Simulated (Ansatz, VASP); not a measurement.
## PbSe: VASP beside Ansatz

```
CELL_PARAMETERS angstrom
6.10305 0.00000 0.00000
0.00000 -6.10305 0.00000
0.00000 0.00000 -6.10305
ATOMIC_POSITIONS crystal
Pb 0.00000 0.00000 0.00000
Pb 0.50000 0.50000 0.00000
Pb 0.50000 0.00000 0.50000
Pb 0.00000 0.50000 0.50000
Se 0.50000 0.00000 0.00000
Se 0.00000 0.50000 0.00000
Se 0.00000 0.00000 0.50000
Se 0.50000 0.50000 0.50000
```

Alike in both runs: task relaxation of cell and atoms; functional PBEsol; k mesh 6 × 6 × 6; occupations gaussian, width 0.01 eV; no spin polarisation.

```csv
,VASP,Ansatz
version,VASP 6.6.1,Ansatz 0.2.0
potentials or method,"VASP PAW PBE potentials, release 64 (Pb_d, Se), cutoff 600 eV","scalar-relativistic, plane waves, PAW"
valence electrons in the cell,80,120
```

|  | VASP | Ansatz | Ansatz less VASP |
| --- | --- | --- | --- |
| gap on the k mesh at the Fermi level, each at its own relaxed structure (eV) | 0.17 | 0.17 | -0.004 |
| relaxed volume (Å³/atom) | 28.42 | 28.42 | 0.000 |
| relaxed length of the cell vector where the two differ most in proportion (Å) | 6.103 | 6.103 | 0.0000 |

VASP's potentials were made for PBE, not for PBEsol. VASP's potentials hold 80 valence electrons a cell and Ansatz's 120, so a difference there can come from the potentials and not from the codes.

Spin-orbit coupling is off throughout. Noted on VASP's run: the relaxation stopped at its first step, so nothing moved.
